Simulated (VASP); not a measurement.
Ni2Ge: single point with PBEsol

Crystal: Ni2Ge.

```
CELL_PARAMETERS angstrom
3.97283 0.00000 0.00000
-1.98641 3.44057 0.00000
0.00000 0.00000 5.01086
ATOMIC_POSITIONS crystal
Ni 0.66667 0.33333 0.25000
Ni 0.33333 0.66667 0.75000
Ni 0.00000 0.00000 0.00000
Ni 0.00000 0.00000 0.50000
Ge 0.66667 0.33333 0.75000
Ge 0.33333 0.66667 0.25000
```

- Program: VASP 6.6.1
- Task: single point
- Functional: PBEsol
- Potentials or basis: VASP PAW PBE potentials, release 64 (Ni, Ge_d)
- Cutoff: 520 eV
- k mesh: 10 × 10 × 7
- Occupations: fermi-dirac, width 0.05 eV
- Spin: no spin polarisation

```
Pressure               : 0.3 GPa
Band gap on the k mesh : zero (bands 34 and 35 overlap by 2.77 eV)
```

Stress tensor (GPa, compression positive):
```
0.30 0.00 0.00
0.00 0.30 0.00
0.00 0.00 0.17
```

Levels at points of the mesh, in eV from the Fermi level:
| k point | band 32 | band 33 | band 34 | band 35 | band 36 | band 37 |
| --- | --- | --- | --- | --- | --- | --- |
| (0.00, 0.00, 0.00) | -0.58 | 0.15 | 2.20 | 2.75 | 2.75 | 2.92 |
| (0.50, 0.00, 0.00) | -1.16 | -0.97 | -0.64 | -0.51 | 0.71 | 1.79 |

Wall time 2 min on 1 thread of Intel(R) Xeon(R) Platinum 8488C (Sapphire Rapids) (shared host), peak memory 0.26 GiB.

Caveat: the PAW data sets were made with another functional, which shifts forces and pressure a little. Spin polarisation is off, so any magnetic state and its effect on volume and gap are missing.
